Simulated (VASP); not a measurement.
Runs of VASP 6.6.1 on Ta. The structure is that of space group P6_3/mmc (No. 194), or close to it. The cells are those of the table. This isn't the form of Ta at room conditions, which is bcc.

| level | potentials or basis | spin | cell | k mesh | cutoff (eV) | grid for exact exchange (PRECFOCK) | share of exact exchange | screening parameter | gap on the mesh (eV) | pressure (GPa) | moment (μB) |
| --- | --- | --- | --- | --- | --- | --- | --- | --- | --- | --- | --- |
| PBE | VASP PAW PBE potentials, release 64 (Ta_sv_GW) | non-collinear, zero start, SOC | a = 2.900, b = 2.900, c = 5.166 Å, angles 90.0, 90.0, 120.0°, 2 atoms | 8 × 8 × 4 | 500 | - | - | - | - | -2.2 | 0.00 |
| r2SCAN | VASP PAW PBE potentials, release 64 (Ta_sv_GW) | off | a = 2.900, b = 2.900, c = 5.166 Å, angles 90.0, 90.0, 120.0°, 2 atoms | 11 × 11 × 5 | 550 | - | - | - | none | -4.5 | - |
| PBEsol | VASP PAW PBE potentials, release 64 (Ta_sv_GW) | non-collinear, zero start, SOC | a = 2.900, b = 2.900, c = 5.166 Å, angles 90.0, 90.0, 120.0°, 2 atoms | 8 × 8 × 4 | 500 | - | - | - | - | (b) | 0.00 |
| PBE0 | VASP PAW PBE potentials, release 64 (Ta_pv) | off | a = 2.939, b = 2.939, c = 5.234 Å, angles 90.0, 90.0, 120.0°, 2 atoms | 6 × 6 × 4 | 520 | Normal | 0.25 | - | none | -10.9 | - |
| B3LYP | VASP PAW PBE potentials, release 64 (Ta_pv) | off | a = 2.900, b = 2.900, c = 5.166 Å, angles 90.0, 90.0, 120.0°, 2 atoms | 6 × 6 × 3 | 520 | Normal | 0.2 | - | none | 1.0 | - |
| r2SCAN | VASP PAW PBE potentials, release 64 (Ta_sv_GW) | off | a = 2.920, b = 2.920, c = 5.200 Å, angles 90.0, 90.0, 120.0°, 2 atoms | 11 × 11 × 5 | 550 | - | - | - | none | -8.0 | - |
| PBEsol | VASP PAW PBE potentials, release 64 (Ta_sv_GW) | non-collinear, zero start, SOC | a = 2.900, b = 2.900, c = 5.166 Å, angles 90.0, 90.0, 120.0°, 2 atoms | 11 × 11 × 5 | 500 | - | - | - | - | -8.7 | 0.00 |
| PBE0 | VASP PAW PBE potentials, release 64 (Ta_pv) | off | a = 2.861, b = 2.861, c = 5.096 Å, angles 90.0, 90.0, 120.0°, 2 atoms | 6 × 6 × 4 | 520 | Normal | 0.25 | - | none | (a) | - |
| PBEsol-based screened hybrid with 25 % exact exchange | VASP PAW PBE potentials, release 64 (Ta_pv) | off | a = 2.864, b = 2.864, c = 5.088 Å, angles 90.0, 90.0, 120.0°, 2 atoms | 6 × 6 × 3 | 520 | Normal | 0.25 | 0.207 1/Å | none | -1.2 | - |
| PBEsol-based global hybrid with 25 % exact exchange | VASP PAW PBE potentials, release 64 (Ta_sv_GW) | off | a = 2.900, b = 2.900, c = 5.166 Å, angles 90.0, 90.0, 120.0°, 2 atoms | 6 × 6 × 3 | 400 | Normal | 0.25 | - | none | -13.0 | - |
| HSE06 | VASP PAW PBE potentials, release 64 (Ta_pv) | off | a = 2.957, b = 2.957, c = 5.268 Å, angles 90.0, 90.0, 120.0°, 2 atoms | 6 × 6 × 4 | 520 | Normal | 0.25 | 0.2079 1/Å | none | -13.4 | - |

Alike in all rows: smearing fermi-dirac 0.05 eV.

Task: Fill in the values left out.

Result: (a) 2.6; (b) -8.5.

Caveats: some runs use coarse meshes; the PAW data sets were made with another functional, which shifts forces and pressure a little (at least some runs); spin-orbit coupling is left out, which moves the levels of the heavy elements (at least some runs); the cell stands under tension (at least some runs).

A k mesh can miss the band edges, and rows without SOC leave out spin-orbit coupling on Ta.

A gap of «none» marks levels without a gap at the run's occupations.

The runs don't all hold the same shells in valence.
